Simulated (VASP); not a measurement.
BP, 2 atoms in the cell. The structure is cubic, space group F-43m (No. 216). The conventional cell has a = 4.491 Å, b = 4.491 Å, c = 4.491 Å, α = 90.00°, β = 90.00°, γ = 90.00°. B (site symmetry -43m) has 4 P at 1.94 Å within 2.6 Å. P (site symmetry -43m) has 4 B at 1.94 Å within 2.6 Å. 

- Program: VASP 6.6.1
- Task: vibrations by perturbation theory
- Functional: LDA
- Potentials or basis: VASP PAW LDA potentials, release 64 (B, P)
- Cutoff: 520 eV
- k mesh: 8 × 8 × 8
- Occupations: gaussian, width 0.01 eV
- Spin: no spin polarisation
- Dipole correction: no
- Further INCAR settings: ALGO = Normal; EDIFF = 1e-08; IBRION = 8; NSW = 1

Potentials or basis: VASP PAW LDA potentials, release 64 (B, P).

Run with:

```console
$ cat potpaw_LDA.64/B/POTCAR potpaw_LDA.64/P/POTCAR > POTCAR
$ mpirun -np 1 vasp_std > vasp.out
```

Hardware: 1 thread of AMD EPYC 7R43 64-Core Processor (Zen 3) (shared host).

Estimate the wall time of this run.

Wall time 94 s on 1 thread of AMD EPYC 7R43 64-Core Processor (Zen 3), with other jobs on the host, peak memory 0.12 GiB. Counts: scf iterations 38, k points 29.
